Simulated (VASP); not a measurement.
Here is a VASP 6.6.1 calculation.

INCAR

```
SYSTEM = SiNi
PREC = Accurate
ENCUT = 600
EDIFF = 1E-7
ISMEAR = 0
SIGMA = 0.1
LREAL = Auto
LASPH = .True.
NELM = 60
ALGO = Normal
ISIF = 3
LWAVE = .False.
LCHARG = .False.
GGA = PS
IBRION = 2
NSW = 80
EDIFFG = -0.015
```

File KPOINTS:

```
Automatic mesh
0
Gamma
  8 8 8
  0 0 0
```

POSCAR

```
SiNi
1.0
   -4.4679770072      4.4679770072      0.0000000000
    0.0000000000      4.4679770072     -4.4679770072
   -4.4679770072      0.0000000000     -4.4679770072
Si Ni
8 8
Direct
    0.9232322594      0.9232322594      0.2303032219
    0.4232322594      0.4232322594      0.7303032219
    0.4232322594      0.7303032219      0.9232322594
    0.9232322594      0.2303032219      0.4232322594
    0.7303032219      0.9232322594      0.9232322594
    0.2303032219      0.4232322594      0.4232322594
    0.9232322594      0.4232322594      0.9232322594
    0.4232322594      0.9232322594      0.4232322594
    0.5744952366      0.5744952366      0.2765142902
    0.0744952366      0.0744952366      0.7765142902
    0.0744952366      0.7765142902      0.5744952366
    0.5744952366      0.2765142902      0.0744952366
    0.7765142902      0.5744952366      0.5744952366
    0.2765142902      0.0744952366      0.0744952366
    0.5744952366      0.0744952366      0.5744952366
    0.0744952366      0.5744952366      0.0744952366
```

Potentials or basis: VASP PAW PBE potentials, release 64 (Si, Ni).

Run with:

```bash
$ cat potpaw_PBE.64/Si/POTCAR potpaw_PBE.64/Ni/POTCAR > POTCAR
$ mpirun -np 1 vasp_std > vasp.out
```

Task: What does it give for the band gap on the k mesh?

Result: Zero (bands 56 and 57 overlap by 1.23 eV).

Final structure:
```
Si Ni
1.0
    -4.46798    4.46798    0.00000
     0.00000    4.46798   -4.46798
    -4.46798    0.00000   -4.46798
Si Ni
8 8
Direct
  0.92323 0.92323 0.23030
  0.42323 0.42323 0.73030
  0.42323 0.73030 0.92323
  0.92323 0.23030 0.42323
  0.73030 0.92323 0.92323
  0.23030 0.42323 0.42323
  0.92323 0.42323 0.92323
  0.42323 0.92323 0.42323
  0.57450 0.57450 0.27651
  0.07450 0.07450 0.77651
  0.07450 0.77651 0.57450
  0.57450 0.27651 0.07450
  0.77651 0.57450 0.57450
  0.27651 0.07450 0.07450
  0.57450 0.07450 0.57450
  0.07450 0.57450 0.07450
```

 Spin polarisation is off, so any magnetic state and its effect on volume and gap are missing.
